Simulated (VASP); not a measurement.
# W (Fm-3m) in VASP: notebook

Runs on W. Level: PBEsol. Tasks: single point.

Program: VASP 6.6.1. These are calculated values, not measurements. Logs are shortened: lines on timing, memory, paths and dates and some standing lists are left out, and cuts for length are marked.

### Step 1. The cell of the first run

It takes space group Fm-3m (No. 225, cubic). Conventional cell: a = 3.977 Å, b = 3.977 Å, c = 3.977 Å, α = 90.00°, β = 90.00°, γ = 90.00°. W (site symmetry m-3m) has 12 W at 2.81 Å within 3.7 Å.

### Step 2. Single point, PBEsol

The input, INCAR:

```
PREC     = Accurate       # precision mode
ENCUT    = 520            # plane-wave cutoff, eV
EDIFF    = 1E-6           # SCF threshold, eV
ISMEAR   = -1             # smearing method
SIGMA    = 0.1            # smearing width, eV
LREAL    = F              # projectors in reciprocal space
LASPH    = T              # aspherical terms in the spheres
NELM     = 80             # most SCF steps
ALGO     = Normal         # electronic algorithm
ISIF     = 2              # what is computed and relaxed
LWAVE    = F              # write WAVECAR
LCHARG   = T              # write CHGCAR
GGA      = PS             # functional
LELF     = T              # ELF
LVHAR    = T            
NBANDS   = 13             # bands
```

The input, KPOINTS:

```
Automatic mesh
0
Gamma
  12 12 12
```

The input, POSCAR:

```
W
1.0
    0.0000000000      1.9885598007      1.9885598007
    1.9885598007      0.0000000000      1.9885598007
    1.9885598007      1.9885598007      0.0000000000
W
1
Direct
    0.0000000000      0.0000000000      0.0000000000
```

Potentials or basis: VASP PAW PBE potentials, release 64 (W_sv).

Run with:

```bash
> cat potpaw_PBE.64/W_sv/POTCAR > POTCAR
> mpirun -np 1 vasp_std > vasp.out
```

OUTCAR:

```text
PREC = Accurate
   ENCUT = 520
   EDIFF = 1E-6
   ISMEAR = -1
   LREAL = F
   LASPH = T
   NELM = 80
   ISIF = 2
   GGA = PS

 ion  position               nearest neighbor table
   1  0.000  0.000  0.000-

  LATTYP: Found a face centered cubic cell.
 ALAT       =     3.9771196014

  Lattice vectors:

 A1 = (   0.0000000000,   1.9885598007,   1.9885598007)
 A2 = (   1.9885598007,   0.0000000000,   1.9885598007)
 A3 = (   1.9885598007,   1.9885598007,   0.0000000000)

Analysis of symmetry for initial positions (statically):
=====================================================================
 Subroutine PRICEL returns:
 Original cell was already a primitive cell.

 Routine SETGRP: Setting up the symmetry group for a
 face centered cubic supercell.

 Subroutine GETGRP returns: Found 48 space group operations
 (whereof 48 operations were pure point group operations)
 out of a pool of 48 trial point group operations.

The static configuration has the point symmetry O_h .

Analysis of symmetry for dynamics (positions and initial velocities):
=====================================================================
 Subroutine PRICEL returns:
 Original cell was already a primitive cell.

 Routine SETGRP: Setting up the symmetry group for a
 face centered cubic supercell.

 Subroutine GETGRP returns: Found 48 space group operations
 (whereof 48 operations were pure point group operations)
 out of a pool of 48 trial point group operations.

The dynamic configuration has the point symmetry O_h .

 Subroutine INISYM returns: Found 48 space group operations
 (whereof 48 operations are pure point group operations),
 and found     1 'primitive' translations

----------------------------------------------------------------------------------------

                                     Primitive cell

  volume of cell :      15.7270

  direct lattice vectors                    reciprocal lattice vectors
     0.000000000  1.988559801  1.988559801    -0.251438252  0.251438252  0.251438252
     1.988559801  0.000000000  1.988559801     0.251438252 -0.251438252  0.251438252
     1.988559801  1.988559801  0.000000000     0.251438252  0.251438252 -0.251438252

  length of vectors
     2.812248240  2.812248240  2.812248240     0.435503827  0.435503827  0.435503827

  position of ions in fractional coordinates (direct lattice)
     0.000000000  0.000000000  0.000000000

  ion indices of the primitive-cell ions
   primitive index   ion index
                 1           1

----------------------------------------------------------------------------------------

 KPOINTS: Automatic mesh

Automatic generation of k-mesh.
 Grid dimensions read from file:
 generate k-points for:   12   12   12

 Generating k-lattice:

  Cartesian coordinates                     Fractional coordinates (reciprocal lattice)
    -0.020953188  0.020953188  0.020953188     0.083333333  0.000000000  0.000000000
     0.020953188 -0.020953188  0.020953188     0.000000000  0.083333333  0.000000000
     0.020953188  0.020953188 -0.020953188     0.000000000  0.000000000  0.083333333

  Length of vectors
     0.036291986  0.036291986  0.036291986

  Shift w.r.t. Gamma in fractional coordinates (k-lattice)
     0.000000000  0.000000000  0.000000000

 Subroutine IBZKPT returns following result:
 ===========================================

 Found     72 irreducible k-points:

 Following reciprocal coordinates:
            Coordinates               Weight
  0.000000  0.000000  0.000000      1.000000
  0.083333  0.000000  0.000000      8.000000
  0.166667  0.000000  0.000000      8.000000
  0.250000  0.000000  0.000000      8.000000
  0.333333  0.000000  0.000000      8.000000
  0.416667  0.000000  0.000000      8.000000
[... 16 lines left out ...]
  0.500000  0.166667  0.000000     24.000000
 -0.416667  0.166667  0.000000     24.000000
 [... further k-points ...]
   k-points           NKPTS =     72   k-points in BZ     NKDIM =     72   number of bands    NBANDS=     13
   number of dos      NEDOS =    301   number of ions     NIONS =      1
   total plane-waves  NPLWV =  13824
   dimension x,y,z NGX =    24 NGY =   24 NGZ =   24
   dimension x,y,z NGXF=    48 NGYF=   48 NGZF=   48
   ions per type =               1
   NGX,Y,Z   is equivalent  to a cutoff of  14.19, 14.19, 14.19 a.u.
   NGXF,Y,Z  is equivalent  to a cutoff of  28.38, 28.38, 28.38 a.u.
 SYSTEM =  unknown system
   PREC   = accura    normal or accurate (medium, high low for compatibility)
   ISTART =      0    job   : 0-new  1-cont  2-samecut
   ICHARG =      2    charge: 1-file 2-atom 10-const
   ISPIN  =      1    spin polarized calculation?
   LNONCOLLINEAR =      F non collinear calculations
   LSORBIT =      F    spin-orbit coupling
   LASPH  =      T    aspherical Exc in radial PAW
   ENCUT  =  520.0 eV  38.22 Ry    6.18 a.u.   5.23  5.23  5.23*2*pi/ulx,y,z
   NELM   =     80;   NELMIN=  2; NELMDL= -5     # of ELM steps
   EDIFF  = 0.1E-05   stopping-criterion for ELM
   LREAL  =      F    real-space projection
   EDIFFG = 0.1E-04   stopping-criterion for IOM
   NSW    =      0    number of steps for IOM
   IBRION =     -1    ionic relax: 0-MD 1-quasi-New 2-CG
   NFREE  =      0    steps in history (QN), initial steepest desc. (CG)
   ISIF   =      2    stress and relaxation
   ISYM   =      2    0-nonsym 1-usesym 2-fastsym
   POTIM  = 0.5000    time-step for ionic-motion
   TEBEG  =    0.0;   TEEND  =   0.0 temperature during run
   PSTRESS=    0.0 pullay stress
   NELECT =      14.0000    total number of electrons
   NUPDOWN=      -1.0000    fix difference up-down
   EMIN   =  10.00;   EMAX   =-10.00  energy-range for DOS
   EFERMI =   0.00;   METHOD = LEGACY
   ISMEAR =    -1;   SIGMA  =   0.10  broadening in eV -4-tet -1-fermi 0-gaus
   EFERMI_NEDOS =   21; number of points for ismear=-14 and -15
   IALGO  =     38    algorithm
   IMIX   =      4    mixing-type and parameters
     AMIX     =   0.40;   BMIX     =  1.00
     AMIX_MAG =   1.60;   BMIX_MAG =  1.00
  volume/ion in A,a.u.               =      15.73       106.13
  Fermi-wavevector in a.u.,A,eV,Ry     =   1.574837  2.976010 33.743953  2.480111
  Thomas-Fermi vector in A             =   2.675911
   LORBIT       =      0    0 simple, 1 ext, 2 COOP (PROOUT), +10 PAW based schemes
   GGA     = PS    functional components
   LHFCALC =     F    Hartree Fock is set to
   AEXX    =    0.0000 exact exchange contribution
   IVDW    =     0    specifies the selected vdW correction
   LEPSILON=     F    determine dielectric tensor
   LRPA    =     F    only Hartree local field effects (RPA)
 non-spin polarized calculation
  energy-cutoff  :      520.00
  volume of cell :       15.73
 maximum number of plane-waves:       444
 NGX is ok and might be reduce to    24
   NGX = 11   NGY = 11   NGZ = 11

 number of electron      13.9999999 magnetization

 Free energy of the ion-electron system (eV)
  ---------------------------------------------------
  ext. energy  EPLUGINS =         0.00000000
  ---------------------------------------------------
  free energy    TOTEN  =       -13.32733579 eV

  energy without entropy =      -13.28885292  energy(sigma->0) =      -13.30809435

 E-fermi :  10.9331     XC(G=0): -13.7939

 val. band max:       10.9206427883   @ k =   0.5000   0.1667   0.0833
 cond. band min:      10.9793191936   @ k =  -0.4167   0.1667   0.0000
 fundamental gap:      0.0586764053
 Fermi energy:        10.9330503525

 k-point     1 :       0.0000    0.0000    0.0000
  band No.  band energies     occupation
      1     -62.6263      2.00000
      2     -26.1951      2.00000
      3     -26.1951      2.00000
      4     -26.1951      2.00000
      5       1.6826      2.00000
      6      10.2985      1.99650
      7      10.2985      1.99650
      8      10.2985      1.99650
      9      13.6131      0.00000
     10      13.6131      0.00000
     11      23.7871      0.00000
     12      29.1824      0.00000
     13      29.1824      0.00000

 k-point     2 :       0.0833    0.0000    0.0000
  band No.  band energies     occupation
      1     -62.6177      2.00000
      2     -26.2910      2.00000
      3     -26.2071      2.00000
      4     -26.2071      2.00000
      5       2.0021      2.00000
      6      10.0555      1.99969
      7      10.4451      1.98491
      8      10.4451      1.98491
      9      13.4776      0.00000
     10      13.4776      0.00000
     11      24.4221      0.00000
     12      27.9761      0.00000
     13      29.7852      0.00000

 k-point     3 :       0.1667    0.0000    0.0000
  band No.  band energies     occupation
      1     -62.5941      2.00000
      2     -26.5476      2.00000
      3     -26.2399      2.00000
      4     -26.2399      2.00000
      5       2.8726      2.00000
      6       9.5486      2.00000
      7      10.7363      1.75465
      8      10.7363      1.75465
      9      13.3136      0.00000
     10      13.3136      0.00000
     11      25.3994      0.00000
     12      26.8100      0.00000
     13      31.4655      0.00000
[... 305 lines left out ...]
 k-point    23 :       0.5000    0.1667    0.0000
  band No.  band energies     occupation
      1     -62.4862      2.00000
      2     -27.3923      2.00000
      3     -26.5759      2.00000
      4     -26.4492      2.00000
      5       6.0279      2.00000
      6       8.7505      2.00000
      7      10.2624      1.99756
      8      11.1226      0.26117
      9      16.3775      0.00000
     10      17.4543      0.00000
     11      21.3692      0.00000
     12      25.8964      0.00000
     13      29.4153      0.00000

 k-point    24 :      -0.4167    0.1667    0.0000
  band No.  band energies     occupation
      1     -62.4840      2.00000
      2     -27.4037      2.00000
      3     -26.6202      2.00000
      4     -26.4214      2.00000
      5       6.1216      2.00000
      6       8.8198      2.00000
      7      10.5141      1.97015
      8      10.9793      0.77270
      9      15.6150      0.00000
     10      18.1263      0.00000
     11      21.3188      0.00000
     12      25.8971      0.00000
     13      29.1554      0.00000

 [... further k-points ...]
[... 5 lines left out ...]
  --------------------------------------------------------------------------------------
  -------------------------------------------------------------------------------------
  Total        0.5207952      0.5207952      0.5207952     -0.0000000      0.0000000      0.0000000
  in kB       53.0556487     53.0556487     53.0556487     -0.0000000      0.0000000      0.0000000
  external PRESSURE =      53.0556487 kB  Pullay stress =       0.0000000 kB

 VOLUME and BASIS-vectors are now :
 -----------------------------------------------------------------------------
  energy-cutoff  :      520.00
  volume of cell :       15.73
      direct lattice vectors                 reciprocal lattice vectors
     0.000000000  1.988559801  1.988559801    -0.251438252  0.251438252  0.251438252
     1.988559801  0.000000000  1.988559801     0.251438252 -0.251438252  0.251438252
     1.988559801  1.988559801  0.000000000     0.251438252  0.251438252 -0.251438252

 POSITION                                       TOTAL-FORCE (eV/Angst)
 -----------------------------------------------------------------------------------
      0.00000      0.00000      0.00000         0.000000      0.000000      0.000000
 -----------------------------------------------------------------------------------
    total drift:                               -0.000000     -0.000000     -0.000000

  FREE ENERGIE OF THE ION-ELECTRON SYSTEM (eV)
  ---------------------------------------------------
  free  energy   TOTEN  =       -13.3273357899 eV

  energy  without entropy=      -13.2888529153  energy(sigma->0) =      -13.30809435
```

Wall time 30 s (1 thread of AMD EPYC 7R13, shared host); peak memory 0.12 GiB.

Results:

```
Free energy            : -13.3273 eV
Pressure               : 5.3 GPa
Band gap on the k mesh : zero (band 7 reaches 14.23 eV, above the bottom of band 8 at 10.30 eV)
```

Caveat: the PAW data sets were made with another functional, which shifts forces and pressure a little; spin-orbit coupling is left out, which moves the levels of the heavy elements.

### Step 3. Single point, PBEsol

This run uses another cell than the first one, of 16.06 Å³/atom, 1.021 times its volume.

The input, INCAR:

```
PREC = Accurate
ENCUT = 520
EDIFF = 1E-6
ISMEAR = -1
SIGMA = 0.1
LREAL = False
LASPH = True
NELM = 80
ALGO = Normal
ISIF = 2
LWAVE = False
LCHARG = False
GGA = PS
NBANDS = 13
```

KPOINTS is that of step 2.

The input, POSCAR:

```
W
1.0
    0.0000000000      2.0025642044      2.0025642044
    2.0025642044      0.0000000000      2.0025642044
    2.0025642044      2.0025642044      0.0000000000
W
1
Direct
    0.0000000000      0.0000000000      0.0000000000
```

Potentials or basis: VASP PAW PBE potentials, release 64 (W_sv).

Run with:

```bash
> cat potpaw_PBE.64/W_sv/POTCAR > POTCAR
> mpirun -np 1 vasp_std > vasp.out
```

It took 31 s on 1 thread of AMD EPYC 7R13, shared host; peak memory 0.12 GiB.

Results (log left out):

| Property | Result |
| --- | --- |
| Free energy | -13.3317 eV |
| Pressure | -1.2 GPa |
| Band gap on the k mesh | zero (band 7 reaches 13.80 eV, above the bottom of band 8 at 10.03 eV) |

Levels at points of the mesh, in eV from the Fermi level:
| k point | band 5 | band 6 | band 7 | band 8 | band 9 | band 10 |
| --- | --- | --- | --- | --- | --- | --- |
| (0.00, 0.00, 0.00) | -9.15 | -0.61 | -0.61 | -0.61 | 2.61 | 2.61 |
| (0.50, 0.00, 0.00) | -5.75 | -0.85 | -0.85 | 0.69 | 5.18 | 5.18 |
| (0.50, 0.50, 0.00) | -5.68 | -4.68 | 3.16 | 5.14 | 5.95 | 5.95 |

Caveat: the PAW data sets were made with another functional, which shifts forces and pressure a little; spin-orbit coupling is left out, which moves the levels of the heavy elements.

### Step 4. Single point, PBEsol

This run uses another cell than the first one, of 16.73 Å³/atom, 1.064 times its volume.

The input, INCAR:

```
SYSTEM = W
  PREC = Accurate
  ENCUT = 520
  EDIFF = 1E-6
  ISMEAR = -1
  SIGMA = 0.1
  LREAL = .FALSE.
  LASPH = .TRUE.
  NELM = 80
  ALGO = Normal
  ISIF = 2
  LWAVE = .FALSE.
  LCHARG = .FALSE.
  GGA = PS
  NBANDS = 13
```

The input, KPOINTS:

```
Automatic mesh
0
G
  12 12 12
  0 0 0
```

The input, POSCAR:

```
W
1.0
    0.0000000000      2.0300000000      2.0300000000
    2.0300000000      0.0000000000      2.0300000000
    2.0300000000      2.0300000000      0.0000000000
W
1
Direct
    0.0000000000      0.0000000000      0.0000000000
```

Run with:

```bash
> cat potpaw_PBE.64/W_sv/POTCAR > POTCAR
> mpirun -np 1 vasp_std > vasp.out
```

Run time: 31 s. Hardware: 1 thread of AMD EPYC 7R13, shared host; peak memory 0.12 GiB.

The run converged. Its results:

```
Free energy            : -13.3028 eV
Pressure               : -12.4 GPa
Band gap on the k mesh : zero (band 7 reaches 13.02 eV, above the bottom of band 8 at 9.52 eV)
```

Levels at points of the mesh, in eV from the Fermi level:
| k point | band 5 | band 6 | band 7 | band 8 | band 9 | band 10 |
| --- | --- | --- | --- | --- | --- | --- |
| (0.00, 0.00, 0.00) | -8.94 | -0.57 | -0.57 | -0.57 | 2.46 | 2.46 |
| (0.50, 0.00, 0.00) | -5.54 | -0.79 | -0.79 | 0.56 | 4.89 | 4.89 |
| (0.50, 0.50, 0.00) | -5.40 | -4.43 | 2.93 | 4.84 | 5.60 | 5.60 |

Caveat: the PAW data sets were made with another functional, which shifts forces and pressure a little; spin-orbit coupling is left out, which moves the levels of the heavy elements.

### Step 5. The runs side by side

```tsv
cell	gap on the mesh (eV)	pressure (GPa)
a = 2.812 Å, angles 60.0°, 1 atom	none	5.3
a = 2.832 Å, angles 60.0°, 1 atom	none	-1.2
a = 2.871 Å, angles 60.0°, 1 atom	none	-12.4
```

Alike in all rows: task single point; level PBEsol; potentials or basis VASP PAW PBE potentials, release 64 (W_sv); no spin polarisation; k mesh 12 × 12 × 12; cutoff (eV) 520; smearing fermi-dirac 0.1 eV.

Caveats: the PAW data sets were made with another functional, which shifts forces and pressure a little; spin-orbit coupling is left out, which moves the levels of the heavy elements.

Total energies depend on the potentials used, so only differences within one code and one set of settings carry meaning.
